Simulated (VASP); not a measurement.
# EuGaP2 (P4/mmm) in VASP: single point with PBE

Aim: the single point of EuGaP2 with PBE.

Program: VASP 6.6.1. These are calculated values, not measurements. Logs are shortened: lines on timing, memory, paths and dates and some standing lists are left out, and cuts for length are marked.

**1. The cell of the first run**

The structure is tetragonal, space group P4/mmm (No. 123). Conventional cell: a = 3.322 Å, b = 3.322 Å, c = 7.734 Å, α = 90.00°, β = 90.00°, γ = 90.00°. Eu (site symmetry 4/mmm) has 4 Ga at 2.35 Å and 8 P at 3.07 Å within 3.1 Å. Ga (site symmetry 4/mmm) has 2 P at 1.98 Å and 4 Eu at 2.35 Å within 2.6 Å. P (site symmetry 4mm) has 1 Ga at 1.98 Å within 2.6 Å.

The cell was generated, and may not be a known phase.

**2. Single point, PBE, collinear spin, ferromagnetic start**

INCAR reads:

```
PREC = Accurate ; ENCUT = 520
EDIFF = 1E-7 ; ISMEAR = 0
SIGMA = 0.1 ; LREAL = F
LASPH = T ; NELM = 150
ALGO = Normal ; ISIF = 2
LWAVE = F ; LCHARG = T
ISPIN = 2 ; MAGMOM = 7 0 0 0
LORBIT = 11 ; LMAXMIX = 6
GGA = PE ; LELF = T
LVHAR = T ; NBANDS = 32
```

KPOINTS reads:

```
regular mesh
0
Gamma
  6 6 2
```

POSCAR reads:

```
EuGaP2
1.0
    3.3218618400      0.0000000000      0.0000000000
    0.0000000000      3.3218618400      0.0000000000
    0.0000000000      0.0000000000      7.7341822500
Eu Ga P
1 1 2
Direct
    0.5000000000      0.5000000000      0.5000000000
    0.0000000000      0.0000000000      0.5000000000
    0.0000000000      0.0000000000      0.2442783300
    0.0000000000      0.0000000000      0.7557216700
```

Potentials or basis: VASP PAW PBE potentials, release 64 (Eu, Ga_d, P).

Started as:

```sh
$ cat potpaw_PBE.64/Eu/POTCAR potpaw_PBE.64/Ga_d/POTCAR potpaw_PBE.64/P/POTCAR > POTCAR
$ mpirun -np 1 vasp_std > vasp.out
```

OUTCAR:

```text
PREC = Accurate
   ENCUT = 520
   EDIFF = 1E-7
   ISMEAR = 0
   LREAL = F
   LASPH = T
   NELM = 150
   ISIF = 2
   ISPIN = 2
   LORBIT = 11
   GGA = PE

 ion  position               nearest neighbor table
   1  0.500  0.500  0.500-   2 2.35   2 2.35   2 2.35   2 2.35   3 3.07   4 3.07   4 3.07   3 3.07
                             4 3.07   3 3.07   3 3.07   4 3.07
   2  0.000  0.000  0.500-   3 1.98   4 1.98   1 2.35   1 2.35   1 2.35   1 2.35
   3  0.000  0.000  0.244-   2 1.98   1 3.07   1 3.07   1 3.07   1 3.07
   4  0.000  0.000  0.756-   2 1.98   1 3.07   1 3.07   1 3.07   1 3.07

  LATTYP: Found a simple tetragonal cell.
 ALAT       =     3.3218618400
 C/A-ratio  =     2.3282672858

  Lattice vectors:

 A1 = (   3.3218618400,   0.0000000000,   0.0000000000)
 A2 = (   0.0000000000,   3.3218618400,   0.0000000000)
 A3 = (   0.0000000000,   0.0000000000,   7.7341822500)

Analysis of symmetry for initial positions (statically):
=====================================================================
 Subroutine PRICEL returns:
 Original cell was already a primitive cell.

 Routine SETGRP: Setting up the symmetry group for a
 simple tetragonal supercell.

 Subroutine GETGRP returns: Found 16 space group operations
 (whereof 16 operations were pure point group operations)
 out of a pool of 16 trial point group operations.

The static configuration has the point symmetry D_4h.

Analysis of symmetry for dynamics (positions and initial velocities):
=====================================================================
 Subroutine PRICEL returns:
 Original cell was already a primitive cell.

 Routine SETGRP: Setting up the symmetry group for a
 simple tetragonal supercell.

 Subroutine GETGRP returns: Found 16 space group operations
 (whereof 16 operations were pure point group operations)
 out of a pool of 16 trial point group operations.

The dynamic configuration has the point symmetry D_4h.

Analysis of structural, dynamic, and magnetic symmetry:
=====================================================================
 Subroutine PRICEL returns:
 Original cell was already a primitive cell.

 Routine SETGRP: Setting up the symmetry group for a
 simple tetragonal supercell.

 Subroutine GETGRP returns: Found 16 space group operations
 (whereof 16 operations were pure point group operations)
 out of a pool of 16 trial point group operations.

The overall configuration has the point symmetry D_4h.

 Subroutine INISYM returns: Found 16 space group operations
 (whereof 16 operations are pure point group operations),
 and found     1 'primitive' translations

----------------------------------------------------------------------------------------

                                     Primitive cell

  volume of cell :      85.3449

  direct lattice vectors                    reciprocal lattice vectors
     3.321861840  0.000000000  0.000000000     0.301036000  0.000000000  0.000000000
     0.000000000  3.321861840  0.000000000     0.000000000  0.301036000  0.000000000
     0.000000000  0.000000000  7.734182250     0.000000000  0.000000000  0.129296152

  length of vectors
     3.321861840  3.321861840  7.734182250     0.301036000  0.301036000  0.129296152

  position of ions in fractional coordinates (direct lattice)
     0.500000000  0.500000000  0.500000000
     0.000000000  0.000000000  0.500000000
     0.000000000  0.000000000  0.244278330
     0.000000000  0.000000000  0.755721670

  ion indices of the primitive-cell ions
   primitive index   ion index
                 1           1
                 2           2
                 3           3
                 4           4

----------------------------------------------------------------------------------------

 KPOINTS: regular mesh

Automatic generation of k-mesh.
 Grid dimensions read from file:
 generate k-points for:    6    6    2

 Generating k-lattice:

  Cartesian coordinates                     Fractional coordinates (reciprocal lattice)
     0.050172667  0.000000000  0.000000000     0.166666667  0.000000000  0.000000000
     0.000000000  0.050172667  0.000000000     0.000000000  0.166666667  0.000000000
     0.000000000  0.000000000  0.064648076     0.000000000  0.000000000  0.500000000

  Length of vectors
     0.050172667  0.050172667  0.064648076

  Shift w.r.t. Gamma in fractional coordinates (k-lattice)
     0.000000000  0.000000000  0.000000000

 Subroutine IBZKPT returns following result:
 ===========================================

 Found     20 irreducible k-points:

 Following reciprocal coordinates:
            Coordinates               Weight
  0.000000  0.000000  0.000000      1.000000
  0.166667  0.000000  0.000000      4.000000
  0.333333  0.000000  0.000000      4.000000
  0.500000  0.000000  0.000000      2.000000
  0.166667  0.166667  0.000000      4.000000
  0.333333  0.166667  0.000000      8.000000
[... 12 lines left out ...]
  0.500000  0.333333  0.500000      4.000000
  0.500000  0.500000  0.500000      1.000000
   k-points           NKPTS =     20   k-points in BZ     NKDIM =     20   number of bands    NBANDS=     32
   number of dos      NEDOS =    301   number of ions     NIONS =      4
   total plane-waves  NPLWV =  47040
   dimension x,y,z NGX =    28 NGY =   28 NGZ =   60
   dimension x,y,z NGXF=    56 NGYF=   56 NGZF=  120
   ions per type =               1   1   2
   NGX,Y,Z   is equivalent  to a cutoff of  14.01, 14.01, 12.90 a.u.
   NGXF,Y,Z  is equivalent  to a cutoff of  28.03, 28.03, 25.79 a.u.
 SYSTEM =  unknown system
   PREC   = accura    normal or accurate (medium, high low for compatibility)
   ISTART =      0    job   : 0-new  1-cont  2-samecut
   ICHARG =      2    charge: 1-file 2-atom 10-const
   ISPIN  =      2    spin polarized calculation?
   LNONCOLLINEAR =      F non collinear calculations
   LSORBIT =      F    spin-orbit coupling
   LASPH  =      T    aspherical Exc in radial PAW
   ENCUT  =  520.0 eV  38.22 Ry    6.18 a.u.   6.18  6.18 14.38*2*pi/ulx,y,z
   NELM   =    150;   NELMIN=  2; NELMDL= -5     # of ELM steps
   EDIFF  = 0.1E-06   stopping-criterion for ELM
   LREAL  =      F    real-space projection
   EDIFFG = 0.1E-05   stopping-criterion for IOM
   NSW    =      0    number of steps for IOM
   IBRION =     -1    ionic relax: 0-MD 1-quasi-New 2-CG
   NFREE  =      0    steps in history (QN), initial steepest desc. (CG)
   ISIF   =      2    stress and relaxation
   ISYM   =      2    0-nonsym 1-usesym 2-fastsym
   POTIM  = 0.5000    time-step for ionic-motion
   TEBEG  =    0.0;   TEEND  =   0.0 temperature during run
   PSTRESS=    0.0 pullay stress
   NELECT =      40.0000    total number of electrons
   NUPDOWN=      -1.0000    fix difference up-down
   EMIN   =  10.00;   EMAX   =-10.00  energy-range for DOS
   EFERMI =   0.00;   METHOD = LEGACY
   ISMEAR =     0;   SIGMA  =   0.10  broadening in eV -4-tet -1-fermi 0-gaus
   EFERMI_NEDOS =   21; number of points for ismear=-14 and -15
   IALGO  =     38    algorithm
   IMIX   =      4    mixing-type and parameters
     AMIX     =   0.40;   BMIX     =  1.00
     AMIX_MAG =   1.60;   BMIX_MAG =  1.00
  volume/ion in A,a.u.               =      21.34       143.98
  Fermi-wavevector in a.u.,A,eV,Ry     =   1.271654  2.403078 22.002036  1.617104
  Thomas-Fermi vector in A             =   2.404575
   LORBIT       =     11    0 simple, 1 ext, 2 COOP (PROOUT), +10 PAW based schemes
   GGA     = PE    functional components
   LHFCALC =     F    Hartree Fock is set to
   AEXX    =    0.0000 exact exchange contribution
   IVDW    =     0    specifies the selected vdW correction
   LEPSILON=     F    determine dielectric tensor
   LRPA    =     F    only Hartree local field effects (RPA)
 spin polarized calculation
 Gauss-broadening in eV      SIGMA  =   0.10
  energy-cutoff  :      520.00
  volume of cell :       85.34
 maximum number of plane-waves:      2328
 NGX is ok and might be reduce to    28
   NGX = 13   NGY = 13   NGZ = 29

 number of electron      40.0000002 magnetization       6.5286938

 Free energy of the ion-electron system (eV)
  ---------------------------------------------------
  ext. energy  EPLUGINS =         0.00000000
  ---------------------------------------------------
  free energy    TOTEN  =       -17.95403864 eV

  energy without entropy =      -17.94243519  energy(sigma->0) =      -17.94823691

 E-fermi :   4.0436     XC(G=0):  -9.7231

 val. band max:        3.9961744776   @ k =   0.5000   0.1667   0.5000
 cond. band min:       4.0445998279   @ k =   0.1667   0.0000   0.0000
 fundamental gap:      0.0484253503
 Fermi energy:         4.0435699615

 spin component 1

 k-point     1 :       0.0000    0.0000    0.0000
  band No.  band energies     occupation
      1     -37.2461      1.00000
      2     -16.0266      1.00000
      3     -16.0266      1.00000
      4     -15.9181      1.00000
      5     -12.4482      1.00000
      6     -12.1572      1.00000
[... 689 lines left out ...]
     31       8.9827      0.00000
     32      12.1910      0.00000
 Fermi energy:         4.0435699615

 spin component 2

 k-point     1 :       0.0000    0.0000    0.0000
  band No.  band energies     occupation
      1     -34.3289      1.00000
      2     -13.9286      1.00000
      3     -13.9286      1.00000
      4     -13.9097      1.00000
      5     -12.4558      1.00000
      6     -12.1077      1.00000
[... 689 lines left out ...]
     31       9.5571      0.00000
     32      13.6869      0.00000

------------------------ aborting loop because EDIFF is reached ----------------------------------------

  FORCE on cell =-STRESS in cart. coord.  units (eV):
  Direction    XX          YY          ZZ          XY          YZ          ZX
  --------------------------------------------------------------------------------------
  -------------------------------------------------------------------------------------
  Total       26.3385200     26.3385200     17.9505729      0.0000000      0.0000000      0.0000000
  in kB      494.4523184    494.4523184    336.9856159      0.0000000      0.0000000      0.0000000
  external PRESSURE =     441.9634176 kB  Pullay stress =       0.0000000 kB

 VOLUME and BASIS-vectors are now :
 -----------------------------------------------------------------------------
  energy-cutoff  :      520.00
  volume of cell :       85.34
      direct lattice vectors                 reciprocal lattice vectors
     3.321861840  0.000000000  0.000000000     0.301036000  0.000000000  0.000000000
     0.000000000  3.321861840  0.000000000     0.000000000  0.301036000  0.000000000
     0.000000000  0.000000000  7.734182250     0.000000000  0.000000000  0.129296152

 POSITION                                       TOTAL-FORCE (eV/Angst)
 -----------------------------------------------------------------------------------
      1.66093      1.66093      3.86709         0.000000     -0.000000      0.000000
      0.00000      0.00000      3.86709         0.000000     -0.000000      0.000000
      0.00000      0.00000      1.88929         0.000000     -0.000000     -4.450853
      0.00000      0.00000      5.84489        -0.000000      0.000000      4.450853
 -----------------------------------------------------------------------------------
    total drift:                                0.000000      0.000000      0.000000

  FREE ENERGIE OF THE ION-ELECTRON SYSTEM (eV)
  ---------------------------------------------------
  free  energy   TOTEN  =       -17.9540386379 eV

  energy  without entropy=      -17.9424351857  energy(sigma->0) =      -17.94823691

 total charge

# of ion       s       p       d       f       tot
--------------------------------------------------
    1        2.091   5.773   1.026   6.488  15.378
    2        1.132   1.546  10.206   0.000  12.884
    3        1.114   1.378   0.000   0.000   2.493
    4        1.114   1.378   0.000   0.000   2.493
--------------------------------------------------
tot          5.451  10.077  11.232   6.488  33.248

 magnetization (x)

# of ion       s       p       d       f       tot
--------------------------------------------------
    1       -0.003  -0.076   0.184   6.347   6.452
    2        0.002   0.050   0.032   0.000   0.084
    3       -0.005  -0.072   0.000   0.000  -0.077
    4       -0.005  -0.072   0.000   0.000  -0.077
--------------------------------------------------
tot         -0.010  -0.170   0.216   6.347   6.383
```

Wall time 4.9 min (1 thread of Oxide Virtual Turin-like, shared host); peak memory 0.27 GiB.

Results:

```yaml
Free_energy: -17.9540 eV
Pressure: 44.2 GPa
Largest_force: 4.451 eV/Å
Net_moment: 6.53 μB per cell
Site_moments: Eu +6.45; Ga +0.08; P -0.08 μB
Valence_electrons_inside_the_program's_atomic_spheres: Eu 15.38; Ga 12.88; P 2.49
```

Forces in eV/Å, atoms in the order of the input:
```
Eu   0.000  0.000  0.000
Ga   0.000  0.000  0.000
P    0.000  0.000 -4.451
P    0.000  0.000  4.451
```

Levels at points of the mesh, in eV from the Fermi level:
Spin up:
```tsv
k point	band 20	band 21	band 22	band 23	band 24	band 25	band 26	band 27
(0.00, 0.00, 0.00)	-0.48	-0.23	0.52	0.52	0.54	1.11	1.11	5.11
(0.50, 0.00, 0.00)	-0.58	-0.55	-0.55	-0.40	-0.36	2.25	3.63	4.33
(0.50, 0.50, 0.00)	-0.55	-0.55	-0.46	-0.39	0.15	2.30	3.33	4.00
(0.00, 0.00, 0.50)	-0.47	-0.36	0.47	0.47	1.17	1.17	1.84	5.11
(0.50, 0.00, 0.50)	-0.60	-0.55	-0.46	-0.40	-0.36	2.17	3.74	4.22
(0.50, 0.50, 0.50)	-0.55	-0.55	-0.46	-0.39	-0.05	2.43	3.58	3.58
```
Spin down:
```csv
k point,band 14,band 15,band 16,band 17,band 18,band 19,band 20,band 21
"(0.00, 0.00, 0.00)",-0.31,0.37,0.37,0.56,0.56,0.87,3.28,3.28
"(0.50, 0.00, 0.00)",-2.62,-2.18,-1.82,-1.15,1.57,2.87,3.63,3.70
"(0.50, 0.50, 0.00)",-3.14,-2.46,-2.46,-1.19,2.76,3.38,3.38,3.52
"(0.00, 0.00, 0.50)",-0.30,0.42,0.42,0.50,0.50,2.26,3.31,3.31
"(0.50, 0.00, 0.50)",-3.00,-2.84,-1.81,-0.94,1.51,3.29,3.72,3.73
"(0.50, 0.50, 0.50)",-3.22,-2.34,-2.34,-1.94,2.93,3.43,3.43,3.94
```

Caveat: the k points lie up to 0.41 Å⁻¹ apart; spin-orbit coupling is left out, which moves the levels of the heavy elements; this functional lacks dispersion, which binds layers or chains, so the pressure and a relaxed spacing across them are unreliable; a cell with one magnetic atom can't hold antiferromagnetic order, which such compounds often take; semilocal functionals describe open f shells poorly, which spoils levels, moments and volumes; forces of over 1 eV/Å act on the atoms, so gaps and moduli don't describe the material at rest. The state reached can hang on the start; a lower one may exist.
